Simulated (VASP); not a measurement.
## Os: single point with LDA

Os:

```
CELL_PARAMETERS angstrom
2.71752 0.00000 0.00000
-1.35876 2.35345 0.00000
0.00000 0.00000 4.28446
ATOMIC_POSITIONS crystal
Os 0.33333 0.66667 0.25000
Os 0.66667 0.33333 0.75000
```

```json
{
  "Program": "VASP 6.6.1",
  "Task": "single point",
  "Functional": "LDA",
  "Potentials or basis": "VASP PAW LDA potentials, release 64 (Os)",
  "Cutoff": "520 eV",
  "k mesh": "13 × 13 × 8",
  "Occupations": "methfessel-paxton, width 1 eV",
  "Spin": "no spin polarisation"
}
```

| Property | Result |
| --- | --- |
| Pressure | 0.4 GPa |
| Band gap on the k mesh | zero (bands 8 and 9 overlap by 3.94 eV) |

Stress tensor (GPa, compression positive):
```
0.21 0.00 0.00
0.00 0.21 0.00
0.00 0.00 0.66
```

Levels at points of the mesh, in eV from the Fermi level:
| k point | band 6 | band 7 | band 8 | band 9 | band 10 | band 11 |
| --- | --- | --- | --- | --- | --- | --- |
| (0.00, 0.00, 0.00) | -2.32 | -2.32 | -1.67 | -1.67 | 0.15 | 1.70 |
| (0.00, 0.00, 0.50) | -3.40 | -3.40 | -3.40 | 0.89 | 0.89 | 0.89 |

It took 18 s on 1 thread of Intel(R) Xeon(R) Platinum 8488C (Sapphire Rapids) (shared host), peak memory 0.15 GiB.

Caveat: so wide a smearing shifts energies and pressures; spin-orbit coupling is left out, which moves the levels of the heavy elements.
